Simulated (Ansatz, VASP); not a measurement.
## ZrB2 in VASP and in Ansatz

File INCAR:

```
SYSTEM = ZrB2
  PREC = Accurate
  ENCUT = 520
  EDIFF = 1E-7
  ISMEAR = 0
  SIGMA = 0.15
  LREAL = .FALSE.
  LASPH = .TRUE.
  NELM = 60
  ALGO = Normal
  ISIF = 2
  LWAVE = .FALSE.
  LCHARG = .FALSE.
  GGA = PS
  NBANDS = 16
```

The input KPOINTS:

```
regular mesh
0
G
  15 15 12
  0 0 0
```

Contents of POSCAR:

```
ZrB2
1.0
    3.1864000000      0.0000000000      0.0000000000
   -1.5932000000      2.7595033466      0.0000000000
    0.0000000000      0.0000000000      3.5652000000
Zr B
1 2
Direct
    0.0000000000      0.0000000000      0.0000000000
    0.3333333333      0.6666666667      0.5000000000
    0.6666666667      0.3333333333      0.5000000000
```

Input for Ansatz:

```yaml
crystal:
  lattice:
    - [3.1864, 0.0, 0.0]
    - [-1.5932, 2.7595033466, 0.0]
    - [0.0, 0.0, 3.5652]
  atoms:
    - { symbol: Zr, position: [0.0, 0.0, 0.0] }
    - { symbol: B, position: [0.3333333333, 0.6666666667, 0.5] }
    - { symbol: B, position: [0.6666666667, 0.3333333333, 0.5] }
basis:
  ecutwfc: 520.0
kpoints:
  mp_grid: { grid: [15, 15, 12] }
hamiltonian:
  xc: pbesol
scf:
  occupations: { method: gaussian, width: 0.15 }
output:
  forces: true
  stress: true
  eigenvalues: true
  write_density: true
  write_potential: true
  elf: true
  volumetric_format: npy
```

Alike in both runs: task single point; functional PBEsol; k mesh 15 × 15 × 12; occupations gaussian, width 0.15 eV; no spin polarisation.

```csv
,VASP,Ansatz
version,VASP 6.6.1,Ansatz 0.2.0
potentials or method,"VASP PAW PBE potentials, release 64 (Zr_sv, B), cutoff 520 eV","scalar-relativistic, plane waves, PAW"
valence electrons in the cell,18,18
```

|  | VASP | Ansatz | Ansatz less VASP |
| --- | --- | --- | --- |
| gap on the k mesh at the Fermi level (eV) | none | none | - |
| pressure (GPa) | -8.1 | -8.4 | -0.31 |
| traceless stress, the component that is largest in VASP (GPa) | -0.92 | -0.91 | +0.011 |

VASP's potentials were made for PBE, not for PBEsol. A gap of «none» marks a metal or a gap that the smearing closes. With one functional, cell and mesh, what is left measures potentials, basis and numerics.
